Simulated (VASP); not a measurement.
# ZrB2 in VASP: further runs

Runs on ZrB2. Level: PBE. Tasks: single point.

All numbers are computed with VASP 6.6.1; they aren't measurements. Logs are shortened: lines on timing, memory, paths and dates and some standing lists are left out, and cuts for length are marked.

## Step 1: The cell of the first run

It takes space group P6/mmm (No. 191, hexagonal). The conventional cell has a = 3.170 Å, b = 3.170 Å, c = 3.533 Å, α = 90.00°, β = 90.00°, γ = 120.00°. Zr (site symmetry 6/mmm) has 12 B at 2.54 Å and 8 Zr at 3.17 to 3.53 Å within 3.6 Å. Within 2.4 Å of B (site symmetry -6m2) lie 3 B at 1.83 Å.

## Step 2: Single point, PBE

INCAR reads:

```
SYSTEM = ZrB2
PREC     = Accurate       ! precision mode
ENCUT    = 520            ! plane-wave cutoff, eV
EDIFF    = 1E-7           ! SCF threshold, eV
ISMEAR   = -1             ! smearing method
SIGMA    = 0.05           ! smearing width, eV
LREAL    = .False.        ! projectors in reciprocal space
LASPH    = .True.         ! aspherical terms in the spheres
NELM     = 60             ! most SCF steps
ALGO     = Normal         ! electronic algorithm
ISIF     = 2              ! what is computed and relaxed
LWAVE    = .False.        ! write WAVECAR
LCHARG   = .True.         ! write CHGCAR
GGA      = PE             ! functional
LELF     = .True.         ! ELF
LVHAR    = .True.       
NBANDS   = 16             ! bands
```

KPOINTS reads:

```
regular mesh
0
Gamma
  10 10 8
  0 0 0
```

POSCAR reads:

```
ZrB2
1.0
    3.1700000000      0.0000000000      0.0000000000
   -1.5850000000      2.7453005300      0.0000000000
    0.0000000000      0.0000000000      3.5330000000
Zr B
1 2
Direct
    0.0000000000      0.0000000000      0.0000000000
    0.3333333333      0.6666666667      0.5000000000
    0.6666666667      0.3333333333      0.5000000000
```

Potentials or basis: VASP PAW PBE potentials, release 64 (Zr_sv, B).

Command:

```console
> cat potpaw_PBE.64/Zr_sv/POTCAR potpaw_PBE.64/B/POTCAR > POTCAR
> mpirun -np 1 vasp_std > vasp.out
```

OUTCAR:

```text
SYSTEM = ZrB2
   PREC = Accurate
   ENCUT = 520
   EDIFF = 1E-7
   ISMEAR = -1
   LREAL = .False.
   LASPH = .True.
   NELM = 60
   ISIF = 2
   GGA = PE

 ion  position               nearest neighbor table
   1  0.000  0.000  0.000-   2 2.54   3 2.54   2 2.54   3 2.54   3 2.54   3 2.54   2 2.54   2 2.54
                             3 2.54   3 2.54   2 2.54   2 2.54
   2  0.333  0.667  0.500-   3 1.83   3 1.83   3 1.83   1 2.54   1 2.54   1 2.54   1 2.54   1 2.54
                             1 2.54
   3  0.667  0.333  0.500-   2 1.83   2 1.83   2 1.83   1 2.54   1 2.54   1 2.54   1 2.54   1 2.54
                             1 2.54

  LATTYP: Found a hexagonal cell.
 ALAT       =     3.1700000000
 C/A-ratio  =     1.1145110410

  Lattice vectors:

 A1 = (   3.1700000000,   0.0000000000,   0.0000000000)
 A2 = (  -1.5850000000,   2.7453005300,   0.0000000000)
 A3 = (   0.0000000000,   0.0000000000,   3.5330000000)

Analysis of symmetry for initial positions (statically):
=====================================================================
 Subroutine PRICEL returns:
 Original cell was already a primitive cell.

 Routine SETGRP: Setting up the symmetry group for a
 hexagonal supercell.

 Subroutine GETGRP returns: Found 24 space group operations
 (whereof 24 operations were pure point group operations)
 out of a pool of 24 trial point group operations.

The static configuration has the point symmetry D_6h.

Analysis of symmetry for dynamics (positions and initial velocities):
=====================================================================
 Subroutine PRICEL returns:
 Original cell was already a primitive cell.

 Routine SETGRP: Setting up the symmetry group for a
 hexagonal supercell.

 Subroutine GETGRP returns: Found 24 space group operations
 (whereof 24 operations were pure point group operations)
 out of a pool of 24 trial point group operations.

The dynamic configuration has the point symmetry D_6h.

 Subroutine INISYM returns: Found 24 space group operations
 (whereof 24 operations are pure point group operations),
 and found     1 'primitive' translations

----------------------------------------------------------------------------------------

                                     Primitive cell

  volume of cell :      30.7463

  direct lattice vectors                    reciprocal lattice vectors
     3.170000000  0.000000000  0.000000000     0.315457413  0.182129422  0.000000000
    -1.585000000  2.745300530  0.000000000     0.000000000  0.364258845  0.000000000
     0.000000000  0.000000000  3.533000000     0.000000000  0.000000000  0.283045570

  length of vectors
     3.170000000  3.170000000  3.533000000     0.364258845  0.364258845  0.283045570

  position of ions in fractional coordinates (direct lattice)
     0.000000000  0.000000000  0.000000000
     0.333333333  0.666666667  0.500000000
     0.666666667  0.333333333  0.500000000

  ion indices of the primitive-cell ions
   primitive index   ion index
                 1           1
                 2           2
                 3           3

----------------------------------------------------------------------------------------

 KPOINTS: regular mesh

Automatic generation of k-mesh.
 Grid dimensions read from file:
 generate k-points for:   10   10    8

 Generating k-lattice:

  Cartesian coordinates                     Fractional coordinates (reciprocal lattice)
     0.031545741  0.018212942  0.000000000     0.100000000  0.000000000  0.000000000
     0.000000000  0.036425884  0.000000000     0.000000000  0.100000000  0.000000000
     0.000000000  0.000000000  0.035380696     0.000000000  0.000000000  0.125000000

  Length of vectors
     0.036425884  0.036425884  0.035380696

  Shift w.r.t. Gamma in fractional coordinates (k-lattice)
     0.000000000  0.000000000  0.000000000

 Subroutine IBZKPT returns following result:
 ===========================================

 Found     70 irreducible k-points:

 Following reciprocal coordinates:
            Coordinates               Weight
  0.000000  0.000000  0.000000      1.000000
  0.100000 -0.000000  0.000000      6.000000
  0.200000 -0.000000  0.000000      6.000000
  0.300000  0.000000  0.000000      6.000000
  0.400000  0.000000  0.000000      6.000000
  0.500000  0.000000  0.000000      3.000000
[... 16 lines left out ...]
  0.300000  0.100000  0.125000     24.000000
  0.400000  0.100000  0.125000     24.000000
 [... further k-points ...]
   k-points           NKPTS =     70   k-points in BZ     NKDIM =     70   number of bands    NBANDS=     16
   number of dos      NEDOS =    301   number of ions     NIONS =      3
   total plane-waves  NPLWV =  16128
   dimension x,y,z NGX =    24 NGY =   24 NGZ =   28
   dimension x,y,z NGXF=    48 NGYF=   48 NGZF=   56
   ions per type =               1   2
   NGX,Y,Z   is equivalent  to a cutoff of  12.59, 12.59, 13.18 a.u.
   NGXF,Y,Z  is equivalent  to a cutoff of  25.17, 25.17, 26.35 a.u.
 SYSTEM =  ZrB2
   PREC   = accura    normal or accurate (medium, high low for compatibility)
   ISTART =      0    job   : 0-new  1-cont  2-samecut
   ICHARG =      2    charge: 1-file 2-atom 10-const
   ISPIN  =      1    spin polarized calculation?
   LNONCOLLINEAR =      F non collinear calculations
   LSORBIT =      F    spin-orbit coupling
   LASPH  =      T    aspherical Exc in radial PAW
   ENCUT  =  520.0 eV  38.22 Ry    6.18 a.u.   5.89  5.89  6.57*2*pi/ulx,y,z
   NELM   =     60;   NELMIN=  2; NELMDL= -5     # of ELM steps
   EDIFF  = 0.1E-06   stopping-criterion for ELM
   LREAL  =      F    real-space projection
   EDIFFG = 0.1E-05   stopping-criterion for IOM
   NSW    =      0    number of steps for IOM
   IBRION =     -1    ionic relax: 0-MD 1-quasi-New 2-CG
   NFREE  =      0    steps in history (QN), initial steepest desc. (CG)
   ISIF   =      2    stress and relaxation
   ISYM   =      2    0-nonsym 1-usesym 2-fastsym
   POTIM  = 0.5000    time-step for ionic-motion
   TEBEG  =    0.0;   TEEND  =   0.0 temperature during run
   PSTRESS=    0.0 pullay stress
   NELECT =      18.0000    total number of electrons
   NUPDOWN=      -1.0000    fix difference up-down
   EMIN   =  10.00;   EMAX   =-10.00  energy-range for DOS
   EFERMI =   0.00;   METHOD = LEGACY
   ISMEAR =    -1;   SIGMA  =   0.05  broadening in eV -4-tet -1-fermi 0-gaus
   EFERMI_NEDOS =   21; number of points for ismear=-14 and -15
   IALGO  =     38    algorithm
   IMIX   =      4    mixing-type and parameters
     AMIX     =   0.40;   BMIX     =  1.00
     AMIX_MAG =   1.60;   BMIX_MAG =  1.00
  volume/ion in A,a.u.               =      10.25        69.16
  Fermi-wavevector in a.u.,A,eV,Ry     =   1.369519  2.588016 25.518847  1.875582
  Thomas-Fermi vector in A             =   2.495387
   LORBIT       =      0    0 simple, 1 ext, 2 COOP (PROOUT), +10 PAW based schemes
   GGA     = PE    functional components
   LHFCALC =     F    Hartree Fock is set to
   AEXX    =    0.0000 exact exchange contribution
   IVDW    =     0    specifies the selected vdW correction
   LEPSILON=     F    determine dielectric tensor
   LRPA    =     F    only Hartree local field effects (RPA)
 non-spin polarized calculation
  energy-cutoff  :      520.00
  volume of cell :       30.75
 maximum number of plane-waves:       844
 NGX is ok and might be reduce to    24
   NGX = 11   NGY = 11   NGZ = 13

 number of electron      18.0000000 magnetization

 Free energy of the ion-electron system (eV)
  ---------------------------------------------------
  ext. energy  EPLUGINS =         0.00000000
  ---------------------------------------------------
  free energy    TOTEN  =       -24.97582199 eV

  energy without entropy =      -24.97298767  energy(sigma->0) =      -24.97440483

 E-fermi :  10.4386     XC(G=0): -12.4435

 val. band max:       10.4031766851   @ k =   0.2000   0.2000   0.1250
 cond. band min:      10.5987726336   @ k =   0.1000  -0.0000   0.5000
 fundamental gap:      0.1955959485
 Fermi energy:        10.4386392207

 k-point     1 :       0.0000    0.0000    0.0000
  band No.  band energies     occupation
      1     -38.1093      2.00000
      2     -16.2911      2.00000
      3     -15.7450      2.00000
      4     -15.7450      2.00000
      5      -2.2017      2.00000
      6       7.8957      2.00000
[... 8 lines left out ...]
     15      15.6745      0.00000
     16      15.6745      0.00000

 k-point     2 :       0.1000   -0.0000    0.0000
  band No.  band energies     occupation
      1     -38.0983      2.00000
      2     -16.2747      2.00000
      3     -15.8409      2.00000
      4     -15.7658      2.00000
      5      -2.0023      2.00000
      6       7.3254      2.00000
[... 8 lines left out ...]
     15      16.3354      0.00000
     16      16.8603      0.00000

 k-point     3 :       0.2000   -0.0000    0.0000
  band No.  band energies     occupation
      1     -38.0694      2.00000
      2     -16.2316      2.00000
      3     -16.0849      2.00000
      4     -15.8199      2.00000
      5      -1.4357      2.00000
      6       6.0655      2.00000
[... 8 lines left out ...]
     15      17.2969      0.00000
     16      18.1354      0.00000

 k-point     4 :       0.3000    0.0000    0.0000
  band No.  band energies     occupation
      1     -38.0335      2.00000
      2     -16.3733      2.00000
      3     -16.1778      2.00000
      4     -15.8857      2.00000
      5      -0.5730      2.00000
      6       4.6243      2.00000
[... 8 lines left out ...]
     15      18.2920      0.00000
     16      20.4211      0.00000

 k-point     5 :       0.4000    0.0000    0.0000
  band No.  band energies     occupation
      1     -38.0042      2.00000
      2     -16.5974      2.00000
      3     -16.1338      2.00000
      4     -15.9383      2.00000
      5       0.5103      2.00000
      6       3.1883      2.00000
[... 8 lines left out ...]
     15      19.5305      0.00000
     16      19.7487      0.00000

 k-point     6 :       0.5000    0.0000    0.0000
  band No.  band energies     occupation
      1     -37.9929      2.00000
      2     -16.6810      2.00000
      3     -16.1169      2.00000
      4     -15.9582      2.00000
      5       1.5667      2.00000
      6       2.0144      2.00000
[... 8 lines left out ...]
     15      18.2276      0.00000
     16      20.5049      0.00000
[... 267 lines left out ...]
 k-point    21 :       0.1000    0.1000    0.1250
  band No.  band energies     occupation
      1     -38.0756      2.00000
      2     -16.2977      2.00000
      3     -15.9976      2.00000
      4     -15.8062      2.00000
      5      -1.4248      2.00000
      6       6.5808      2.00000
[... 8 lines left out ...]
     15      17.0724      0.00000
     16      17.4484      0.00000

 k-point    22 :       0.2000    0.1000    0.1250
  band No.  band energies     occupation
      1     -38.0433      2.00000
      2     -16.2579      2.00000
      3     -16.2329      2.00000
      4     -15.8830      2.00000
      5      -0.7538      2.00000
      6       5.2911      2.00000
[... 8 lines left out ...]
     15      17.7648      0.00000
     16      19.1118      0.00000

 k-point    23 :       0.3000    0.1000    0.1250
  band No.  band energies     occupation
      1     -38.0106      2.00000
      2     -16.4825      2.00000
      3     -16.1932      2.00000
      4     -15.9594      2.00000
      5       0.1610      2.00000
      6       3.8823      2.00000
[... 8 lines left out ...]
     15      18.0425      0.00000
     16      20.9179      0.00000

 k-point    24 :       0.4000    0.1000    0.1250
  band No.  band energies     occupation
      1     -37.9903      2.00000
      2     -16.6245      2.00000
      3     -16.1610      2.00000
      4     -16.0061      2.00000
      5       1.2634      2.00000
      6       2.5208      2.00000
[... 8 lines left out ...]
     15      18.8021      0.00000
     16      20.6112      0.00000

 [... further k-points ...]

------------------------ aborting loop because EDIFF is reached ----------------------------------------

  FORCE on cell =-STRESS in cart. coord.  units (eV):
  Direction    XX          YY          ZZ          XY          YZ          ZX
  --------------------------------------------------------------------------------------
  -------------------------------------------------------------------------------------
  Total        0.1047093      0.1047093      0.3299194      0.0000000     -0.0000000      0.0000000
  in kB        5.4563584      5.4563584     17.1919721      0.0000000     -0.0000000      0.0000000
  external PRESSURE =       9.3682296 kB  Pullay stress =       0.0000000 kB

 VOLUME and BASIS-vectors are now :
 -----------------------------------------------------------------------------
  energy-cutoff  :      520.00
  volume of cell :       30.75
      direct lattice vectors                 reciprocal lattice vectors
     3.170000000  0.000000000  0.000000000     0.315457413  0.182129422  0.000000000
    -1.585000000  2.745300530  0.000000000     0.000000000  0.364258845  0.000000000
     0.000000000  0.000000000  3.533000000     0.000000000  0.000000000  0.283045570

 POSITION                                       TOTAL-FORCE (eV/Angst)
 -----------------------------------------------------------------------------------
      0.00000      0.00000      0.00000         0.000000      0.000000      0.000000
     -0.00000      1.83020      1.76650        -0.000000      0.000000      0.000000
      1.58500      0.91510      1.76650         0.000000     -0.000000      0.000000
 -----------------------------------------------------------------------------------
    total drift:                               -0.000000      0.000000      0.000000

  FREE ENERGIE OF THE ION-ELECTRON SYSTEM (eV)
  ---------------------------------------------------
  free  energy   TOTEN  =       -24.9758219884 eV

  energy  without entropy=      -24.9729876685  energy(sigma->0) =      -24.97440483
```

Wall time 24 s (1 thread of Intel Xeon Platinum 8488C (Sapphire Rapids), shared host); peak memory 0.16 GiB.

Results:

```yaml
Free_energy: -24.9758 eV
Pressure: 0.9 GPa
Band_gap_on_the_k_mesh: zero (bands 9 and 10 overlap by 0.81 eV)
```

## Step 3: Single point, PBE

INCAR reads:

```
SYSTEM = ZrB2
PREC = Accurate
ENCUT = 520
EDIFF = 1E-7
ISMEAR = -1
SIGMA = 0.05
LREAL = .False.
LASPH = .True.
NELM = 60
ALGO = Normal
ISIF = 2
LWAVE = .False.
LCHARG = .False.
GGA = PE
NBANDS = 16
```

KPOINTS reads:

```
Automatic mesh
0
Gamma
  10 10 8
  0 0 0
```

Edit POSCAR of step 2 so:

```diff
@@ -9,3 +9,3 @@
     0.0000000000      0.0000000000      0.0000000000
-    0.3333333333      0.6666666667      0.5000000000
+    0.3242268622      0.6484537244      0.5000000000
     0.6666666667      0.3333333333      0.5000000000
```

Potentials or basis: VASP PAW PBE potentials, release 64 (Zr_sv, B).

Command:

```console
> cat potpaw_PBE.64/Zr_sv/POTCAR potpaw_PBE.64/B/POTCAR > POTCAR
> mpirun -np 1 vasp_std > vasp.out
```

Run time: 31 s. Hardware: 1 thread of Intel Xeon Platinum 8488C (Sapphire Rapids), shared host; peak memory 0.19 GiB.

It converged, with:

- Free energy: -24.9575 eV
- Pressure: 1.2 GPa
- Largest force: 0.723 eV/Å
- Band gap on the k mesh: zero (bands 9 and 10 overlap by 0.65 eV)

Forces on the atoms (eV/Å):
```
Zr   0.000 -0.338  0.000
B    0.000  0.723  0.000
B    0.000 -0.385  0.000
```

Stress tensor (GPa, compression positive):
```
0.24 0.00 0.00
0.00 1.47 0.00
0.00 0.00 1.77
```

Levels at points of the mesh, in eV from the Fermi level:
| k point | band 5 | band 6 | band 7 | band 8 | band 9 | band 10 | band 11 | band 12 | band 13 | band 14 |
| --- | --- | --- | --- | --- | --- | --- | --- | --- | --- | --- |
| (0.00, 0.00, 0.00) | -12.65 | -2.75 | -2.52 | -2.34 | -2.27 | 3.44 | 3.52 | 4.11 | 4.32 | 4.80 |
| (0.50, 0.00, 0.00) | -8.96 | -8.40 | -3.76 | -2.95 | -2.55 | 2.12 | 2.44 | 4.98 | 5.05 | 6.62 |
| (0.00, 0.50, 0.00) | -8.73 | -8.51 | -3.94 | -3.10 | -2.64 | 2.41 | 2.57 | 5.02 | 5.13 | 6.54 |
| (0.00, 0.00, 0.50) | -10.62 | -6.88 | -1.19 | -0.58 | 0.23 | 0.60 | 0.84 | 0.86 | 1.91 | 5.13 |
| (0.50, 0.00, 0.50) | -9.80 | -7.01 | -4.49 | -4.10 | -1.87 | 3.79 | 4.16 | 5.37 | 6.29 | 6.65 |
| (0.00, 0.50, 0.50) | -9.93 | -6.73 | -4.59 | -3.95 | -2.04 | 3.87 | 4.08 | 5.37 | 6.33 | 6.42 |

## Step 4: Single point, PBE

INCAR reads:

```
SYSTEM = ZrB2
  PREC = Accurate
  ENCUT = 520
  EDIFF = 1E-6
  ISMEAR = -1
  SIGMA = 0.05
  LREAL = .FALSE.
  LASPH = .TRUE.
  NELM = 100
  ALGO = Normal
  ISIF = 2
  LWAVE = .FALSE.
  LCHARG = .TRUE.
  GGA = PE
  LELF = .TRUE.
  LVHAR = .TRUE.
  NBANDS = 16
```

KPOINTS reads:

```
Automatic mesh
0
G
  10 10 8
  0 0 0
```

Edit POSCAR of step 3 so:

```diff
@@ -9,3 +9,3 @@
     0.0000000000      0.0000000000      0.0000000000
-    0.3242268622      0.6484537244      0.5000000000
+    0.3287800978      0.6575601955      0.5000000000
     0.6666666667      0.3333333333      0.5000000000
```

Command:

```console
> cat potpaw_PBE.64/Zr_sv/POTCAR potpaw_PBE.64/B/POTCAR > POTCAR
> mpirun -np 1 vasp_std > vasp.out
```

Run time: 29 s. Hardware: 1 thread of Intel Xeon Platinum 8488C (Sapphire Rapids), shared host; peak memory 0.19 GiB.

Results (log left out):

```
Free energy            : -24.9712 eV
Pressure               : 1.0 GPa
Largest force          : 0.368 eV/Å
Band gap on the k mesh : zero (bands 9 and 10 overlap by 0.73 eV)
```

Forces on the atoms (eV/Å):
```
Zr   0.000 -0.167  0.000
B    0.000  0.368  0.000
B    0.000 -0.201  0.000
```

Stress tensor (GPa, compression positive):
```
0.35 0.00 0.00
0.00 0.90 0.00
0.00 0.00 1.73
```

Levels at points of the mesh, in eV from the Fermi level:
```tsv
k point	band 5	band 6	band 7	band 8	band 9	band 10	band 11	band 12	band 13	band 14
(0.00, 0.00, 0.00)	-12.64	-2.64	-2.51	-2.44	-2.26	3.46	3.50	4.19	4.31	4.92
(0.50, 0.00, 0.00)	-8.91	-8.41	-3.78	-2.95	-2.58	2.22	2.41	5.00	5.07	6.61
(0.00, 0.50, 0.00)	-8.80	-8.47	-3.87	-3.03	-2.61	2.40	2.44	5.02	5.11	6.57
(0.00, 0.00, 0.50)	-10.61	-6.88	-1.03	-0.73	0.32	0.51	0.85	0.87	1.92	5.13
(0.50, 0.00, 0.50)	-9.82	-6.96	-4.51	-4.07	-1.89	3.81	4.18	5.37	6.31	6.60
(0.00, 0.50, 0.50)	-9.89	-6.81	-4.55	-3.99	-1.98	3.85	4.12	5.38	6.33	6.49
```

## Step 5: Single point, PBE

INCAR reads:

```
SYSTEM = ZrB2
ALGO = Normal
EDIFF = 1E-6
ENCUT = 520
GGA = PE
ISIF = 2
ISMEAR = -1
LASPH = .True.
LCHARG = .False.
LREAL = .False.
LWAVE = .False.
NBANDS = 16
NELM = 60
PREC = Accurate
SIGMA = 0.05
```

KPOINTS reads:

```
k-points
0
Gamma
  10 10 8
  0 0 0
```

Edit POSCAR of step 4 so:

```diff
@@ -9,3 +9,3 @@
     0.0000000000      0.0000000000      0.0000000000
-    0.3287800978      0.6575601955      0.5000000000
+    0.3378865689      0.6757731378      0.5000000000
     0.6666666667      0.3333333333      0.5000000000
```

Command:

```console
> cat potpaw_PBE.64/Zr_sv/POTCAR potpaw_PBE.64/B/POTCAR > POTCAR
> mpirun -np 1 vasp_std > vasp.out
```

It took 28 s on 1 thread of Intel Xeon Platinum 8488C (Sapphire Rapids), shared host; peak memory 0.2 GiB.

It converged, with:

| Item | Value |
| --- | --- |
| Free energy | -24.9711 eV |
| Pressure | 1.0 GPa |
| Largest force | 0.383 eV/Å |
| Band gap on the k mesh | zero (bands 9 and 10 overlap by 0.72 eV) |

Forces in eV/Å, atoms in the order of the input:
```
Zr   0.000  0.162  0.000
B    0.000 -0.383  0.000
B    0.000  0.221  0.000
```

Stress tensor (GPa, compression positive):
```
0.84 0.00 0.00
0.00 0.41 0.00
0.00 0.00 1.73
```

Levels at points of the mesh, in eV from the Fermi level:
```
           k point  band 6  band 7  band 8  band 9  band 10  band 11  band 12  band 13
(0.00, 0.00, 0.00)   -2.65   -2.50   -2.45   -2.26     3.46     3.50     4.18     4.33
(0.50, 0.00, 0.00)   -8.45   -3.84   -3.01   -2.60     2.32     2.45     5.01     5.09
(0.00, 0.50, 0.00)   -8.38   -3.75   -2.91   -2.58     2.18     2.38     4.99     5.05
(0.00, 0.00, 0.50)   -6.88   -1.03   -0.73    0.32     0.51     0.85     0.87     1.92
(0.50, 0.00, 0.50)   -6.86   -4.54   -4.02   -1.95     3.84     4.13     5.38     6.32
(0.00, 0.50, 0.50)   -7.01   -4.50   -4.10   -1.86     3.80     4.21     5.37     6.31
```

(Continued in part 2 of 2.)
